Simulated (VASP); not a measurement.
# BAs (R-3m) in VASP: notebook

BAs is run at these levels: PBE; tasks: single point, relaxation of cell and atoms.

All numbers are computed with VASP 6.6.1; they aren't measurements. Logs are shortened: lines on timing, memory, paths and dates and some standing lists are left out, and cuts for length are marked.

### Step 1. The cell of the first run

It takes space group R-3m (No. 166, trigonal). The conventional cell has a = 2.916 Å, b = 2.916 Å, c = 13.684 Å, α = 90.00°, β = 90.00°, γ = 120.00°. Within 3.7 Å of B (site symmetry -3m) lie 6 As at 2.83 Å and 6 B at 2.92 Å. Within 3.7 Å of As (site symmetry -3m) lie 6 B at 2.83 Å and 6 As at 2.92 Å.

The cell was generated, and may not be a known phase.

### Step 2. Single point, PBE

INCAR

```
  PREC = Accurate
  ENCUT = 520
  EDIFF = 1E-7
  ISMEAR = 0
  SIGMA = 0.1
  LREAL = F
  LASPH = T
  NELM = 60
  ALGO = Normal
  ISIF = 2
  LWAVE = F
  LCHARG = F
  GGA = PE
  NBANDS = 11
```

KPOINTS

```
regular mesh
0
Gamma
  6 6 6
```

POSCAR

```
BAs
1.0
    1.4580397000      0.8417996100      4.5614131100
   -1.4580397000      0.8417996100      4.5614131100
    0.0000000000     -1.6835992300      4.5614131100
B As
1 1
Direct
    0.0000000000      0.0000000000      0.0000000000
    0.5000000000      0.5000000000      0.5000000000
```

Potentials or basis: VASP PAW PBE potentials, release 64 (B, As).

Run with:

```bash
cat potpaw_PBE.64/B/POTCAR potpaw_PBE.64/As/POTCAR > POTCAR
mpirun -np 1 vasp_std > vasp.out
```

OUTCAR:

```text
PREC = Accurate
   ENCUT = 520
   EDIFF = 1E-7
   ISMEAR = 0
   LREAL = F
   LASPH = T
   NELM = 60
   ISIF = 2
   GGA = PE

 ion  position               nearest neighbor table
   1  0.000  0.000  0.000-
   2  0.500  0.500  0.500-

  LATTYP: Found a trigonal (rhomboedric) cell.
 ALAT       =     4.8622007271
 COS(alpha) =     0.8201531125

  Lattice vectors:

 A1 = (   1.4580397000,   0.8417996100,   4.5614131100)
 A2 = (  -1.4580397000,   0.8417996100,   4.5614131100)
 A3 = (   0.0000000000,  -1.6835992300,   4.5614131100)

Analysis of symmetry for initial positions (statically):
=====================================================================
 Subroutine PRICEL returns:
 Original cell was already a primitive cell.

 Routine SETGRP: Setting up the symmetry group for a
 trigonal (rhombohedral) supercell.

 Subroutine GETGRP returns: Found 12 space group operations
 (whereof 12 operations were pure point group operations)
 out of a pool of 12 trial point group operations.

The static configuration has the point symmetry D_3d.

Analysis of symmetry for dynamics (positions and initial velocities):
=====================================================================
 Subroutine PRICEL returns:
 Original cell was already a primitive cell.

 Routine SETGRP: Setting up the symmetry group for a
 trigonal (rhombohedral) supercell.

 Subroutine GETGRP returns: Found 12 space group operations
 (whereof 12 operations were pure point group operations)
 out of a pool of 12 trial point group operations.

The dynamic configuration has the point symmetry D_3d.

 Subroutine INISYM returns: Found 12 space group operations
 (whereof 12 operations are pure point group operations),
 and found     1 'primitive' translations

----------------------------------------------------------------------------------------

                                     Primitive cell

  volume of cell :      33.5914

  direct lattice vectors                    reciprocal lattice vectors
     1.458039700  0.841799610  4.561413110     0.342926191  0.197988528  0.073076769
    -1.458039700  0.841799610  4.561413110    -0.342926191  0.197988528  0.073076769
     0.000000000 -1.683599230  4.561413110     0.000000000 -0.395977057  0.073076769

  length of vectors
     4.862200727  4.862200727  4.862200729     0.402663686  0.402663686  0.402663686

  position of ions in fractional coordinates (direct lattice)
     0.000000000  0.000000000  0.000000000
     0.500000000  0.500000000  0.500000000

  ion indices of the primitive-cell ions
   primitive index   ion index
                 1           1
                 2           2

----------------------------------------------------------------------------------------

 KPOINTS: regular mesh

Automatic generation of k-mesh.
 Grid dimensions read from file:
 generate k-points for:    6    6    6

 Generating k-lattice:

  Cartesian coordinates                     Fractional coordinates (reciprocal lattice)
     0.057154365  0.032998088  0.012179462     0.166666667  0.000000000  0.000000000
    -0.057154365  0.032998088  0.012179462     0.000000000  0.166666667  0.000000000
     0.000000000 -0.065996176  0.012179461     0.000000000  0.000000000  0.166666667

  Length of vectors
     0.067110614  0.067110614  0.067110614

  Shift w.r.t. Gamma in fractional coordinates (k-lattice)
     0.000000000  0.000000000  0.000000000

 Subroutine IBZKPT returns following result:
 ===========================================

 Found     32 irreducible k-points:

 Following reciprocal coordinates:
            Coordinates               Weight
  0.000000  0.000000  0.000000      1.000000
  0.166667 -0.000000  0.000000      6.000000
  0.333333 -0.000000  0.000000      6.000000
  0.500000  0.000000  0.000000      3.000000
  0.166667  0.166667  0.000000      6.000000
  0.333333  0.166667  0.000000     12.000000
[... 16 lines left out ...]
  0.500000  0.500000  0.166667      6.000000
 -0.333333  0.500000  0.166667     12.000000
 [... further k-points ...]
   k-points           NKPTS =     32   k-points in BZ     NKDIM =     32   number of bands    NBANDS=     11
   number of dos      NEDOS =    301   number of ions     NIONS =      2
   total plane-waves  NPLWV =  46656
   dimension x,y,z NGX =    36 NGY =   36 NGZ =   36
   dimension x,y,z NGXF=    72 NGYF=   72 NGZF=   72
   ions per type =               1   1
   NGX,Y,Z   is equivalent  to a cutoff of  12.31, 12.31, 12.31 a.u.
   NGXF,Y,Z  is equivalent  to a cutoff of  24.62, 24.62, 24.62 a.u.
 SYSTEM =  unknown system
   PREC   = accura    normal or accurate (medium, high low for compatibility)
   ISTART =      0    job   : 0-new  1-cont  2-samecut
   ICHARG =      2    charge: 1-file 2-atom 10-const
   ISPIN  =      1    spin polarized calculation?
   LNONCOLLINEAR =      F non collinear calculations
   LSORBIT =      F    spin-orbit coupling
   LASPH  =      T    aspherical Exc in radial PAW
   ENCUT  =  520.0 eV  38.22 Ry    6.18 a.u.   9.04  9.04  9.04*2*pi/ulx,y,z
   NELM   =     60;   NELMIN=  2; NELMDL= -5     # of ELM steps
   EDIFF  = 0.1E-06   stopping-criterion for ELM
   LREAL  =      F    real-space projection
   EDIFFG = 0.1E-05   stopping-criterion for IOM
   NSW    =      0    number of steps for IOM
   IBRION =     -1    ionic relax: 0-MD 1-quasi-New 2-CG
   NFREE  =      0    steps in history (QN), initial steepest desc. (CG)
   ISIF   =      2    stress and relaxation
   ISYM   =      2    0-nonsym 1-usesym 2-fastsym
   POTIM  = 0.5000    time-step for ionic-motion
   TEBEG  =    0.0;   TEEND  =   0.0 temperature during run
   PSTRESS=    0.0 pullay stress
   NELECT =       8.0000    total number of electrons
   NUPDOWN=      -1.0000    fix difference up-down
   EMIN   =  10.00;   EMAX   =-10.00  energy-range for DOS
   EFERMI =   0.00;   METHOD = LEGACY
   ISMEAR =     0;   SIGMA  =   0.10  broadening in eV -4-tet -1-fermi 0-gaus
   EFERMI_NEDOS =   21; number of points for ismear=-14 and -15
   IALGO  =     38    algorithm
   IMIX   =      4    mixing-type and parameters
     AMIX     =   0.40;   BMIX     =  1.00
     AMIX_MAG =   1.60;   BMIX_MAG =  1.00
  volume/ion in A,a.u.               =      16.80       113.34
  Fermi-wavevector in a.u.,A,eV,Ry     =   1.014757  1.917612 14.010342  1.029731
  Thomas-Fermi vector in A             =   2.148003
   LORBIT       =      0    0 simple, 1 ext, 2 COOP (PROOUT), +10 PAW based schemes
   GGA     = PE    functional components
   LHFCALC =     F    Hartree Fock is set to
   AEXX    =    0.0000 exact exchange contribution
   IVDW    =     0    specifies the selected vdW correction
   LEPSILON=     F    determine dielectric tensor
   LRPA    =     F    only Hartree local field effects (RPA)
 non-spin polarized calculation
 Gauss-broadening in eV      SIGMA  =   0.10
  energy-cutoff  :      520.00
  volume of cell :       33.59
 maximum number of plane-waves:       941
   NGX = 19   NGY = 19   NGZ = 19

 number of electron       8.0000000 magnetization

 Free energy of the ion-electron system (eV)
  ---------------------------------------------------
  ext. energy  EPLUGINS =         0.00000000
  ---------------------------------------------------
  free energy    TOTEN  =        -7.54055554 eV

  energy without entropy =       -7.53092796  energy(sigma->0) =       -7.53574175

 E-fermi :   4.4829     XC(G=0): -10.2138

 val. band max:        4.4609376221   @ k =  -0.1667   0.1667   0.1667
 cond. band min:       4.5098654647   @ k =  -0.3333   0.5000   0.3333
 fundamental gap:      0.0489278426
 Fermi energy:         4.4829132217

 k-point     1 :       0.0000    0.0000    0.0000
  band No.  band energies     occupation
      1      -9.5937      2.00000
      2      -1.7181      2.00000
      3      -0.7978      2.00000
      4       9.1553      0.00000
      5       9.1553      0.00000
      6      10.9109      0.00000
      7      10.9109      0.00000
      8      11.2954      0.00000
      9      16.2371      0.00000
     10      17.4304      0.00000
     11      17.4304      0.00000

 k-point     2 :       0.1667   -0.0000    0.0000
  band No.  band energies     occupation
      1      -8.9794      2.00000
      2      -1.5324      2.00000
      3       0.1458      2.00000
      4       6.1547      0.00000
      5       8.5205      0.00000
      6       8.6909      0.00000
      7       9.7880      0.00000
      8      10.5818      0.00000
      9      14.8874      0.00000
     10      17.9649      0.00000
     11      18.9015      0.00000

 k-point     3 :       0.3333   -0.0000    0.0000
  band No.  band energies     occupation
      1      -7.2022      2.00000
      2      -0.7853      2.00000
      3       1.5632      2.00000
      4       2.4516      2.00000
      5       5.3081      0.00000
      6       7.4913      0.00000
      7       8.3639      0.00000
      8       8.5621      0.00000
      9      13.0162      0.00000
     10      16.4666      0.00000
     11      17.7229      0.00000

 k-point     4 :       0.5000    0.0000    0.0000
  band No.  band energies     occupation
      1      -5.3018      2.00000
      2      -2.2817      2.00000
      3       1.6951      2.00000
      4       2.7258      2.00000
      5       5.5169      0.00000
      6       5.5234      0.00000
      7       7.0523      0.00000
      8       7.8341      0.00000
      9      12.3660      0.00000
     10      15.2958      0.00000
     11      17.5105      0.00000
[... 239 lines left out ...]
 k-point    22 :      -0.1667    0.3333    0.1667
  band No.  band energies     occupation
      1      -5.6565      2.00000
      2      -0.5836      2.00000
      3       1.2085      2.00000
      4       2.3051      2.00000
      5       3.6911      2.00000
      6       4.8285      0.00000
      7       6.6694      0.00000
      8       9.6269      0.00000
      9      15.0373      0.00000
     10      16.4783      0.00000
     11      16.9844      0.00000

 k-point    23 :       0.5000    0.5000    0.1667
  band No.  band energies     occupation
      1      -6.9104      2.00000
      2      -2.3029      2.00000
      3       1.2527      2.00000
      4       4.0281      2.00000
      5       6.5884      0.00000
      6       6.7410      0.00000
      7       9.0523      0.00000
      8       9.8816      0.00000
      9      12.3134      0.00000
     10      14.2870      0.00000
     11      18.3815      0.00000

 k-point    24 :      -0.3333    0.5000    0.1667
  band No.  band energies     occupation
      1      -5.3941      2.00000
      2      -0.9092      2.00000
      3      -0.3362      2.00000
      4       2.4803      2.00000
      5       4.2870      1.99439
      6       7.2946      0.00000
      7       7.5254      0.00000
      8       8.8531      0.00000
      9      13.3388      0.00000
     10      15.5131      0.00000
     11      15.7296      0.00000

 [... further k-points ...]

------------------------ aborting loop because EDIFF is reached ----------------------------------------

  FORCE on cell =-STRESS in cart. coord.  units (eV):
  Direction    XX          YY          ZZ          XY          YZ          ZX
  --------------------------------------------------------------------------------------
  -------------------------------------------------------------------------------------
  Total       -1.1050391     -1.1050391     -4.8831445      0.0000000      0.0000000      0.0000000
  in kB      -52.7059308    -52.7059308   -232.9064031      0.0000000      0.0000002      0.0000000
  external PRESSURE =    -112.7727549 kB  Pullay stress =       0.0000000 kB

 VOLUME and BASIS-vectors are now :
 -----------------------------------------------------------------------------
  energy-cutoff  :      520.00
  volume of cell :       33.59
      direct lattice vectors                 reciprocal lattice vectors
     1.458039700  0.841799610  4.561413110     0.342926191  0.197988528  0.073076769
    -1.458039700  0.841799610  4.561413110    -0.342926191  0.197988528  0.073076769
     0.000000000 -1.683599230  4.561413110     0.000000000 -0.395977057  0.073076769

 POSITION                                       TOTAL-FORCE (eV/Angst)
 -----------------------------------------------------------------------------------
      0.00000      0.00000      0.00000         0.000000     -0.000000      0.000000
      0.00000     -0.00000      6.84212        -0.000000      0.000000     -0.000000
 -----------------------------------------------------------------------------------
    total drift:                                0.000000     -0.000000      0.000000

  FREE ENERGIE OF THE ION-ELECTRON SYSTEM (eV)
  ---------------------------------------------------
  free  energy   TOTEN  =        -7.5405555379 eV

  energy  without entropy=       -7.5309279611  energy(sigma->0) =       -7.53574175
```

Run time: 19 s. Hardware: 1 thread of Intel Xeon Platinum 8259CL at 2.50GHz (Skylake/Cascade Lake), shared host; peak memory 0.2 GiB.

What came out:

* Free energy: -7.5406 eV
* Pressure: -11.3 GPa
* Band gap on the k mesh: zero (bands 4 and 5 overlap by 6.71 eV)

Stress tensor (GPa, compression positive):
```
 -5.27   0.00   0.00
  0.00  -5.27   0.00
  0.00   0.00 -23.29
```

Levels at points of the mesh, in eV from the Fermi level:
```csv
k point,band 2,band 3,band 4,band 5,band 6,band 7
"(0.00, 0.00, 0.00)",-6.20,-5.28,4.67,4.67,6.43,6.43
"(0.50, 0.00, 0.00)",-6.76,-2.79,-1.76,1.03,1.04,2.57
"(0.50, 0.50, 0.00)",-6.08,-4.06,-3.71,1.54,2.44,5.12
"(0.50, 0.50, 0.50)",-9.23,1.49,1.67,5.07,5.07,5.71
```

Caveat: the k points lie up to 0.42 Å⁻¹ apart, too coarse for converged energies and pressures of a metal.

(Part 1 of 2 ends here.)

The gap in the log of VASP goes by the Fermi energy; the results here count the filled bands.